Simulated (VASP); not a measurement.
A run of VASP 6.6.1 is set up as follows.

The input INCAR:

```
PREC = Accurate
ENCUT = 600
EDIFF = 1E-6
ISMEAR = -1
SIGMA = 0.15
LREAL = F
LASPH = T
NELM = 120
ALGO = Normal
ISIF = 2
LWAVE = F
LCHARG = T
GGA = RP
LELF = T
LVHAR = T
NBANDS = 33
GGA_COMPAT = F
```

KPOINTS

```
regular mesh
0
Gamma
  5 5 7
```

The input POSCAR:

```
TaN
1.0
    5.1910000000      0.0000000000      0.0000000000
   -2.5955000000      4.4955380000      0.0000000000
    0.0000000000      0.0000000000      2.9080000000
Ta N
3 3
Direct
    0.0000000000      0.0000000000      0.0000000000
    0.3333333333      0.6666666667      0.5000000000
    0.6666666667      0.3333333333      0.5000000000
    0.5000000000      0.0000000000      0.0000000000
    0.5000000000      0.5000000000      0.0000000000
    0.0000000000      0.5000000000      0.0000000000
```

Potentials or basis: VASP PAW PBE potentials, release 64 (Ta_pv, N).

The run is started by

```console
$ cat potpaw_PBE.64/Ta_pv/POTCAR potpaw_PBE.64/N/POTCAR > POTCAR
$ mpirun -np 1 vasp_std > vasp.out
```

(1) Estimate the band gap on the k mesh.

(2) Estimate the pressure.

## Answers

(1) zero (band 24 reaches 9.11 eV, above the bottom of band 25 at 7.09 eV).

(2) 15.0 GPa.

Caveat: the PAW data sets were made with another functional, which shifts forces and pressure a little; spin-orbit coupling is left out, which moves the levels of the heavy elements.
